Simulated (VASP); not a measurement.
**MgO: single point with PBEsol**

MgO:

```
Mg O
1.0
     3.25534    0.00000    0.00000
    -1.62767    2.81920    0.00000
     0.00000    0.00000   10.41495
Mg O
4 4
Direct
  0.33333 0.66667 0.96960
  0.00000 0.00000 0.22095
  0.00000 0.00000 0.72095
  0.66667 0.33333 0.46960
  0.33333 0.66667 0.77992
  0.88020 0.00000 0.49209
  0.00000 0.00000 0.02954
  0.66667 0.33333 0.27992
```

This cell differs from its parent crystal: atom 6 (O) moved by -0.390 Å along [1 0 0] and -0.390 Å along [0 0 1].

| Property | Result |
| --- | --- |
| Program | VASP 6.6.1 |
| Task | single point |
| Functional | PBEsol |
| Potentials or basis | VASP PAW PBE potentials, release 64 (Mg, O) |
| Cutoff | 520 eV |
| k mesh | 9 × 9 × 4 |
| Occupations | gaussian, width 0.05 eV |
| Spin | no spin polarisation |

```json
{
 "Pressure": "7.4 GPa",
 "Largest force": "11.370 eV/Å",
 "Band gap on the k mesh": "2.00 eV, direct"
}
```

Forces in eV/Å, atoms in the order of the input:
```
Mg  -0.001 -0.001  0.762
Mg  -0.055  0.000  0.789
Mg  -0.270  0.001 -0.410
Mg  -8.395  5.325 -3.252
O   -0.039 -0.024 -0.719
O    8.946 -5.367  4.519
O    0.001  0.000 -0.772
O   -0.186  0.067 -0.918
```

Stress tensor (GPa, compression positive):
```
 13.71 -13.06   2.94
-13.06   9.97  -2.47
  2.94  -2.47  -1.39
```

Levels at points of the mesh, in eV from the valence-band top:
```
           k point  band 14  band 15  band 16  band 17  band 18  band 19
(0.00, 0.00, 0.00)    -0.52    -0.06     0.00     2.00     4.58     5.23
(0.00, 0.00, 0.50)    -0.91    -0.06     0.00     2.49     3.73     6.26
```

It took 4.2 min on 1 thread of AMD EPYC 9R45 96-Core Processor (Zen 5), with other jobs on the host, peak memory 0.39 GiB.

Caveat: the cell differs from its parent crystal (atom 6 (O) moved by -0.390 Å along [1 0 0] and -0.390 Å along [0 0 1]); the PAW data sets were made with another functional, which shifts forces and pressure a little. A k mesh can miss the band edges.
